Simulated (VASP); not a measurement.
# CdSe (Pm-3m) in VASP: a series of runs

CdSe is run at these levels: PBE; tasks: single point.

Program: VASP 6.6.1. These are calculated values, not measurements. Logs are shortened: lines on timing, memory, paths and dates and some standing lists are left out, and cuts for length are marked.

## (1) The cell of the first run

The structure is cubic, space group Pm-3m (No. 221). The conventional cell has a = 3.484 Å, b = 3.484 Å, c = 3.484 Å, α = 90.00°, β = 90.00°, γ = 90.00°. Cd (site symmetry m-3m) has 8 Se at 3.02 Å and 6 Cd at 3.48 Å within 4.0 Å. Se (site symmetry m-3m) has 8 Cd at 3.02 Å and 6 Se at 3.48 Å within 4.0 Å.

## (2) Single point, PBE

The input, INCAR:

```
PREC = Accurate
ENCUT = 520
EDIFF = 1E-6
ISMEAR = -1
SIGMA = 0.05
LREAL = F
LASPH = T
NELM = 100
ALGO = Normal
ISIF = 2
LWAVE = F
LCHARG = F
GGA = PE
NBANDS = 16
```

The input, KPOINTS:

```
regular mesh
0
Gamma
  8 8 8
```

The input, POSCAR:

```
CdSe
1.0
    3.4842506466      0.0000000000      0.0000000000
    0.0000000000      3.4842506466      0.0000000000
    0.0000000000      0.0000000000      3.4842506466
Cd Se
1 1
Direct
    0.5000000000      0.5000000000      0.5000000000
    0.0000000000      0.0000000000      0.0000000000
```

Potentials or basis: VASP PAW PBE potentials, release 64 (Cd, Se).

On the command line:

```sh
> cat potpaw_PBE.64/Cd/POTCAR potpaw_PBE.64/Se/POTCAR > POTCAR
> mpirun -np 1 vasp_std > vasp.out
```

OUTCAR:

```text
PREC = Accurate
   ENCUT = 520
   EDIFF = 1E-6
   ISMEAR = -1
   LREAL = F
   LASPH = T
   NELM = 100
   ISIF = 2
   GGA = PE

 ion  position               nearest neighbor table
   1  0.500  0.500  0.500-   2 3.02   2 3.02   2 3.02   2 3.02   2 3.02   2 3.02   2 3.02   2 3.02

   2  0.000  0.000  0.000-   1 3.02   1 3.02   1 3.02   1 3.02   1 3.02   1 3.02   1 3.02   1 3.02

  LATTYP: Found a simple cubic cell.
 ALAT       =     3.4842506466

  Lattice vectors:

 A1 = (   3.4842506466,   0.0000000000,   0.0000000000)
 A2 = (   0.0000000000,   3.4842506466,   0.0000000000)
 A3 = (   0.0000000000,   0.0000000000,   3.4842506466)

Analysis of symmetry for initial positions (statically):
=====================================================================
 Subroutine PRICEL returns:
 Original cell was already a primitive cell.

 Routine SETGRP: Setting up the symmetry group for a
 simple cubic supercell.

 Subroutine GETGRP returns: Found 48 space group operations
 (whereof 48 operations were pure point group operations)
 out of a pool of 48 trial point group operations.

The static configuration has the point symmetry O_h .

Analysis of symmetry for dynamics (positions and initial velocities):
=====================================================================
 Subroutine PRICEL returns:
 Original cell was already a primitive cell.

 Routine SETGRP: Setting up the symmetry group for a
 simple cubic supercell.

 Subroutine GETGRP returns: Found 48 space group operations
 (whereof 48 operations were pure point group operations)
 out of a pool of 48 trial point group operations.

The dynamic configuration has the point symmetry O_h .

 Subroutine INISYM returns: Found 48 space group operations
 (whereof 48 operations are pure point group operations),
 and found     1 'primitive' translations

----------------------------------------------------------------------------------------

                                     Primitive cell

  volume of cell :      42.2988

  direct lattice vectors                    reciprocal lattice vectors
     3.484250647  0.000000000  0.000000000     0.287005759  0.000000000  0.000000000
     0.000000000  3.484250647  0.000000000     0.000000000  0.287005759  0.000000000
     0.000000000  0.000000000  3.484250647     0.000000000  0.000000000  0.287005759

  length of vectors
     3.484250647  3.484250647  3.484250647     0.287005759  0.287005759  0.287005759

  position of ions in fractional coordinates (direct lattice)
     0.500000000  0.500000000  0.500000000
     0.000000000  0.000000000  0.000000000

  ion indices of the primitive-cell ions
   primitive index   ion index
                 1           1
                 2           2

----------------------------------------------------------------------------------------

 KPOINTS: regular mesh

Automatic generation of k-mesh.
 Grid dimensions read from file:
 generate k-points for:    8    8    8

 Generating k-lattice:

  Cartesian coordinates                     Fractional coordinates (reciprocal lattice)
     0.035875720  0.000000000  0.000000000     0.125000000  0.000000000  0.000000000
     0.000000000  0.035875720  0.000000000     0.000000000  0.125000000  0.000000000
     0.000000000  0.000000000  0.035875720     0.000000000  0.000000000  0.125000000

  Length of vectors
     0.035875720  0.035875720  0.035875720

  Shift w.r.t. Gamma in fractional coordinates (k-lattice)
     0.000000000  0.000000000  0.000000000

 Subroutine IBZKPT returns following result:
 ===========================================

 Found     35 irreducible k-points:

 Following reciprocal coordinates:
            Coordinates               Weight
  0.000000  0.000000  0.000000      1.000000
  0.125000  0.000000  0.000000      6.000000
  0.250000  0.000000  0.000000      6.000000
  0.375000  0.000000  0.000000      6.000000
  0.500000  0.000000  0.000000      3.000000
  0.125000  0.125000  0.000000     12.000000
[... 16 lines left out ...]
  0.375000  0.375000  0.125000     24.000000
  0.500000  0.375000  0.125000     24.000000
 [... further k-points ...]
   k-points           NKPTS =     35   k-points in BZ     NKDIM =     35   number of bands    NBANDS=     16
   number of dos      NEDOS =    301   number of ions     NIONS =      2
   total plane-waves  NPLWV =  21952
   dimension x,y,z NGX =    28 NGY =   28 NGZ =   28
   dimension x,y,z NGXF=    56 NGYF=   56 NGZF=   56
   ions per type =               1   1
   NGX,Y,Z   is equivalent  to a cutoff of  13.36, 13.36, 13.36 a.u.
   NGXF,Y,Z  is equivalent  to a cutoff of  26.72, 26.72, 26.72 a.u.
 SYSTEM =  unknown system
   PREC   = accura    normal or accurate (medium, high low for compatibility)
   ISTART =      0    job   : 0-new  1-cont  2-samecut
   ICHARG =      2    charge: 1-file 2-atom 10-const
   ISPIN  =      1    spin polarized calculation?
   LNONCOLLINEAR =      F non collinear calculations
   LSORBIT =      F    spin-orbit coupling
   LASPH  =      T    aspherical Exc in radial PAW
   ENCUT  =  520.0 eV  38.22 Ry    6.18 a.u.   6.48  6.48  6.48*2*pi/ulx,y,z
   NELM   =    100;   NELMIN=  2; NELMDL= -5     # of ELM steps
   EDIFF  = 0.1E-05   stopping-criterion for ELM
   LREAL  =      F    real-space projection
   EDIFFG = 0.1E-04   stopping-criterion for IOM
   NSW    =      0    number of steps for IOM
   IBRION =     -1    ionic relax: 0-MD 1-quasi-New 2-CG
   NFREE  =      0    steps in history (QN), initial steepest desc. (CG)
   ISIF   =      2    stress and relaxation
   ISYM   =      2    0-nonsym 1-usesym 2-fastsym
   POTIM  = 0.5000    time-step for ionic-motion
   TEBEG  =    0.0;   TEEND  =   0.0 temperature during run
   PSTRESS=    0.0 pullay stress
   NELECT =      18.0000    total number of electrons
   NUPDOWN=      -1.0000    fix difference up-down
   EMIN   =  10.00;   EMAX   =-10.00  energy-range for DOS
   EFERMI =   0.00;   METHOD = LEGACY
   ISMEAR =    -1;   SIGMA  =   0.05  broadening in eV -4-tet -1-fermi 0-gaus
   EFERMI_NEDOS =   21; number of points for ismear=-14 and -15
   IALGO  =     38    algorithm
   IMIX   =      4    mixing-type and parameters
     AMIX     =   0.40;   BMIX     =  1.00
     AMIX_MAG =   1.60;   BMIX_MAG =  1.00
  volume/ion in A,a.u.               =      21.15       142.72
  Fermi-wavevector in a.u.,A,eV,Ry     =   1.231373  2.326957 20.630233  1.516279
  Thomas-Fermi vector in A             =   2.366185
   LORBIT       =      0    0 simple, 1 ext, 2 COOP (PROOUT), +10 PAW based schemes
   GGA     = PE    functional components
   LHFCALC =     F    Hartree Fock is set to
   AEXX    =    0.0000 exact exchange contribution
   IVDW    =     0    specifies the selected vdW correction
   LEPSILON=     F    determine dielectric tensor
   LRPA    =     F    only Hartree local field effects (RPA)
 non-spin polarized calculation
  energy-cutoff  :      520.00
  volume of cell :       42.30
 maximum number of plane-waves:      1157
 NGX is ok and might be reduce to    28
   NGX = 13   NGY = 13   NGZ = 13

 number of electron      18.0000011 magnetization

 Free energy of the ion-electron system (eV)
  ---------------------------------------------------
  ext. energy  EPLUGINS =         0.00000000
  ---------------------------------------------------
  free energy    TOTEN  =        -4.27003414 eV

  energy without entropy =       -4.25648859  energy(sigma->0) =       -4.26326136

 E-fermi :   3.8440     XC(G=0): -10.7125

 val. band max:        3.8273234961   @ k =   0.5000   0.3750   0.2500
 cond. band min:       3.8614794003   @ k =   0.3750   0.2500   0.0000
 fundamental gap:      0.0341559042
 Fermi energy:         3.8440445230

 k-point     1 :       0.0000    0.0000    0.0000
  band No.  band energies     occupation
      1     -10.1505      2.00000
      2      -5.0333      2.00000
      3      -5.0333      2.00000
      4      -4.5441      2.00000
      5      -4.5441      2.00000
      6      -4.5441      2.00000
[... 8 lines left out ...]
     15      14.9600      0.00000
     16      18.7841      0.00000

 k-point     2 :       0.1250    0.0000    0.0000
  band No.  band energies     occupation
      1     -10.0325      2.00000
      2      -5.0251      2.00000
      3      -4.9929      2.00000
      4      -4.5820      2.00000
      5      -4.5820      2.00000
      6      -4.5411      2.00000
[... 8 lines left out ...]
     15      14.2436      0.00000
     16      18.7100      0.00000

 k-point     3 :       0.2500    0.0000    0.0000
  band No.  band energies     occupation
      1      -9.7157      2.00000
      2      -5.0052      2.00000
      3      -4.9150      2.00000
      4      -4.6703      2.00000
      5      -4.6703      2.00000
      6      -4.5340      2.00000
[... 8 lines left out ...]
     15      14.5443      0.00000
     16      16.6993      0.00000

 k-point     4 :       0.3750    0.0000    0.0000
  band No.  band energies     occupation
      1      -9.3354      2.00000
      2      -4.9852      2.00000
      3      -4.8982      2.00000
      4      -4.7547      2.00000
      5      -4.7547      2.00000
      6      -4.5269      2.00000
[... 8 lines left out ...]
     15      15.3319      0.00000
     16      17.3765      0.00000
[... 324 lines left out ...]
 k-point    22 :       0.5000    0.2500    0.1250
  band No.  band energies     occupation
      1      -8.8598      2.00000
      2      -4.8605      2.00000
      3      -4.8401      2.00000
      4      -4.7047      2.00000
      5      -4.5804      2.00000
      6      -4.5198      2.00000
[... 8 lines left out ...]
     15      15.3583      0.00000
     16      16.9960      0.00000

 k-point    23 :       0.3750    0.3750    0.1250
  band No.  band energies     occupation
      1      -8.7782      2.00000
      2      -4.8492      2.00000
      3      -4.7711      2.00000
      4      -4.7547      2.00000
      5      -4.4876      2.00000
      6      -4.4568      2.00000
[... 8 lines left out ...]
     15      16.2867      0.00000
     16      16.6291      0.00000

 k-point    24 :       0.5000    0.3750    0.1250
  band No.  band energies     occupation
      1      -8.6852      2.00000
      2      -4.8152      2.00000
      3      -4.8014      2.00000
      4      -4.7433      2.00000
      5      -4.4294      2.00000
      6      -4.4081      2.00000
[... 8 lines left out ...]
     15      16.3772      0.00000
     16      16.3916      0.00000

 [... further k-points ...]
[... 5 lines left out ...]
  --------------------------------------------------------------------------------------
  -------------------------------------------------------------------------------------
  Total        1.1795783      1.1795783      1.1795783      0.0000000     -0.0000000      0.0000000
  in kB       44.6795919     44.6795919     44.6795919      0.0000000     -0.0000000      0.0000000
  external PRESSURE =      44.6795919 kB  Pullay stress =       0.0000000 kB

 VOLUME and BASIS-vectors are now :
 -----------------------------------------------------------------------------
  energy-cutoff  :      520.00
  volume of cell :       42.30
      direct lattice vectors                 reciprocal lattice vectors
     3.484250647  0.000000000  0.000000000     0.287005759  0.000000000  0.000000000
     0.000000000  3.484250647  0.000000000     0.000000000  0.287005759  0.000000000
     0.000000000  0.000000000  3.484250647     0.000000000  0.000000000  0.287005759

 POSITION                                       TOTAL-FORCE (eV/Angst)
 -----------------------------------------------------------------------------------
      1.74213      1.74213      1.74213         0.000000      0.000000      0.000000
      0.00000      0.00000      0.00000         0.000000      0.000000      0.000000
 -----------------------------------------------------------------------------------
    total drift:                                0.000000      0.000000      0.000000

  FREE ENERGIE OF THE ION-ELECTRON SYSTEM (eV)
  ---------------------------------------------------
  free  energy   TOTEN  =        -4.2700341398 eV

  energy  without entropy=       -4.2564885902  energy(sigma->0) =       -4.26326136
```

Wall time 18 s (1 thread of Intel Xeon Platinum 8259CL at 2.50GHz (Skylake/Cascade Lake), shared host); peak memory 0.17 GiB.

What came out:

| Quantity | Value |
| --- | --- |
| Free energy | -4.2700 eV |
| Pressure | 4.5 GPa |
| Band gap on the k mesh | zero (band 9 reaches 4.00 eV, above the bottom of band 10 at 2.57 eV) |

## (3) Single point, PBE

This run uses another cell than the first one, of 21.60 Å³/atom, 1.021 times its volume.

The input, INCAR:

```
SYSTEM = CdSe
PREC = Accurate
ENCUT = 520
EDIFF = 1E-7
ISMEAR = -1
SIGMA = 0.05
LREAL = .FALSE.
LASPH = .TRUE.
NELM = 80
ALGO = Normal
ISIF = 2
LWAVE = .FALSE.
LCHARG = .FALSE.
GGA = PE
NBANDS = 16
```

The input, KPOINTS:

```
regular mesh
0
G
  8 8 8
  0 0 0
```

The input, POSCAR:

```
CdSe
1.0
    3.5087884315      0.0000000000      0.0000000000
    0.0000000000      3.5087884315      0.0000000000
    0.0000000000      0.0000000000      3.5087884315
Cd Se
1 1
Direct
    0.5000000000      0.5000000000      0.5000000000
    0.0000000000      0.0000000000      0.0000000000
```

Potentials or basis: VASP PAW PBE potentials, release 64 (Cd, Se).

On the command line:

```sh
> cat potpaw_PBE.64/Cd/POTCAR potpaw_PBE.64/Se/POTCAR > POTCAR
> mpirun -np 1 vasp_std > vasp.out
```

Wall time 22 s (1 thread of Intel Xeon Platinum 8259CL at 2.50GHz (Skylake/Cascade Lake), shared host); peak memory 0.17 GiB.

Results (log left out):

- Free energy: -4.2907 eV
- Pressure: 2.9 GPa
- Band gap on the k mesh: zero (band 9 reaches 3.79 eV, above the bottom of band 10 at 2.41 eV)

Levels at points of the mesh, in eV from the Fermi level:
```
           k point  band 7  band 8  band 9  band 10  band 11  band 12
(0.00, 0.00, 0.00)   -1.48   -1.23   -1.23    -1.23     6.11     6.11
(0.50, 0.00, 0.00)   -6.14    0.09    0.09     2.80     4.16     6.66
(0.50, 0.50, 0.00)   -4.59   -4.59   -1.49     0.21     7.32     7.32
(0.50, 0.50, 0.50)   -2.25   -2.25   -2.25     1.36     1.36     1.36
```

## (4) Single point, PBE

This run uses another cell than the first one, of 22.05 Å³/atom, 1.043 times its volume.

The input, INCAR:

```
PREC = Accurate
ENCUT = 520
EDIFF = 1E-6
ISMEAR = -1
SIGMA = 0.05
LREAL = F
LASPH = T
NELM = 60
ALGO = Normal
ISIF = 2
LWAVE = F
LCHARG = F
GGA = PE
NBANDS = 16
```

The input, KPOINTS:

```
Automatic mesh
0
Gamma
  8 8 8
```

The input, POSCAR:

```
CdSe
1.0
    3.5329877371      0.0000000000      0.0000000000
    0.0000000000      3.5329877371      0.0000000000
    0.0000000000      0.0000000000      3.5329877371
Cd Se
1 1
Direct
    0.5000000000      0.5000000000      0.5000000000
    0.0000000000      0.0000000000      0.0000000000
```

On the command line:

```sh
> cat potpaw_PBE.64/Cd/POTCAR potpaw_PBE.64/Se/POTCAR > POTCAR
> mpirun -np 1 vasp_std > vasp.out
```

Run time: 18 s. Hardware: 1 thread of Intel Xeon Platinum 8259CL at 2.50GHz (Skylake/Cascade Lake), shared host; peak memory 0.17 GiB.

Results (log left out):

```yaml
Free_energy: -4.3032 eV
Pressure: 1.5 GPa
Band_gap_on_the_k_mesh: zero (band 9 reaches 3.58 eV, above the bottom of band 10 at 2.26 eV)
```

Levels at points of the mesh, in eV from the Fermi level:
| k point | band 5 | band 6 | band 7 | band 8 | band 9 | band 10 | band 11 | band 12 | band 13 | band 14 |
| --- | --- | --- | --- | --- | --- | --- | --- | --- | --- | --- |
| (0.00, 0.00, 0.00) | -8.33 | -8.33 | -1.53 | -1.19 | -1.19 | -1.19 | 6.12 | 6.12 | 10.75 | 10.75 |
| (0.50, 0.00, 0.00) | -8.55 | -8.31 | -6.03 | 0.08 | 0.08 | 2.76 | 4.04 | 6.63 | 6.63 | 7.02 |
| (0.50, 0.50, 0.00) | -8.17 | -8.10 | -4.46 | -4.46 | -1.46 | 0.21 | 7.23 | 7.23 | 8.17 | 10.13 |
| (0.50, 0.50, 0.50) | -8.16 | -8.16 | -2.21 | -2.21 | -2.21 | 1.43 | 1.43 | 1.43 | 1.71 | 17.03 |

## (5) Overview

```csv
cell,gap on the mesh (eV),pressure (GPa)
"a = 3.484 Å, 2 atoms",none,4.5
"a = 3.509 Å, 2 atoms",none,2.9
"a = 3.533 Å, 2 atoms",none,1.5
```

Alike in all rows: task single point; level PBE; potentials or basis VASP PAW PBE potentials, release 64 (Cd, Se); no spin polarisation; k mesh 8 × 8 × 8; cutoff (eV) 520; smearing fermi-dirac 0.05 eV.

Absolute energies hang on the potentials; compare differences alone.
